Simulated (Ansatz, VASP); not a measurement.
**One calculation of VI, two programs**

```
V I
1.0
     0.00000    2.96336    2.96336
     2.96336    0.00000    2.96336
     2.96336    2.96336    0.00000
V I
1 1
Direct
  0.00000 0.00000 0.00000
  0.50000 0.50000 0.50000
```

Alike in both runs: functional PBE; k mesh 16 × 16 × 16; occupations gaussian, width 0.1 eV; collinear spin.

Ansatz relaxed the structure, and its values are those at the end. VASP's run is a single point on that final structure, the one shown.

|  | VASP | Ansatz |
| --- | --- | --- |
| version | VASP 6.6.1 | Ansatz 0.2.0 |
| potentials or method | VASP PAW PBE potentials, release 64 (V_sv, I), cutoff 520 eV | scalar-relativistic, plane waves, PAW |
| valence electrons in the cell | 20 | 30 |

```csv
,VASP,Ansatz,Ansatz less VASP
gap on the k mesh at the Fermi level (eV),none,none,-
pressure (GPa),0.0,0.0,-0.01
net moment per atom (μB),1.95,1.95,0.000
size of the moment on the site where the two differ most (μB),3.13,3.22,+0.089
```

Site moments also hang on the region over which each program counts them. A gap of «none» marks a metal or a gap that the smearing closes. VASP's potentials hold 20 valence electrons a cell and Ansatz's 30, so a difference there can come from the potentials and not from the codes. Ansatz's warnings: given moment on shells.

Spin-orbit coupling is off throughout.
